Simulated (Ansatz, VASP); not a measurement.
# One calculation of Ru, two programs

File INCAR:

```
PREC = Accurate ; ENCUT = 520
EDIFF = 1E-7 ; ISMEAR = 0
SIGMA = 0.026000000000000002 ; LREAL = F
LASPH = T ; NELM = 100
ALGO = Fast ; ISIF = 2
LWAVE = F ; LCHARG = T
GGA = PE ; LELF = T
LVHAR = T ; NBANDS = 21
```

Contents of KPOINTS:

```
Automatic mesh
0
Gamma
  11 11 6
```

Contents of POSCAR:

```
Ru
1.0
    2.7058000000      0.0000000000      0.0000000000
   -1.3529000000      2.3432915376      0.0000000000
    0.0000000000      0.0000000000      4.2819000000
Ru
2
Direct
    0.6666666667      0.3333333333      0.7500000000
    0.3333333333      0.6666666667      0.2500000000
```

input.yaml

```yaml
crystal:
  lattice:
    - [2.7058, 0.0, 0.0]
    - [-1.3529, 2.3432915376, 0.0]
    - [0.0, 0.0, 4.2819]
  atoms:
    - { symbol: Ru, position: [0.6666666667, 0.3333333333, 0.75] }
    - { symbol: Ru, position: [0.3333333333, 0.6666666667, 0.25] }
hamiltonian:
  xc: pbe
  pseudopotentials: { kind: paw }
kpoints:
  mp_grid: { grid: [11, 11, 6] }
scf:
  occupations: { method: gaussian, width: 0.026 }
output:
  forces: true
  stress: true
  eigenvalues: true
```

Alike in both runs: task single point; functional PBE; k mesh 11 × 11 × 6; occupations gaussian, width 0.026 eV; no spin polarisation.

```csv
,VASP,Ansatz
version,VASP 6.6.1,Ansatz 0.2.0
potentials or method,"VASP PAW PBE potentials, release 64 (Ru_pv)",Ansatz PAW
plane-wave cutoff (eV),520,420
valence electrons in the cell,28,32
```

```tsv
	VASP	Ansatz	Ansatz less VASP
gap on the k mesh at the Fermi level (eV)	none	none	-
pressure (GPa)	4.4	4.5	+0.08
traceless stress, the component that is largest in VASP (GPa)	-0.10	-0.13	-0.024
```

A gap of «none» marks a metal or a gap that the smearing closes. VASP's potentials hold 28 valence electrons a cell and Ansatz's 32, so a difference there can come from the potentials and not from the codes.
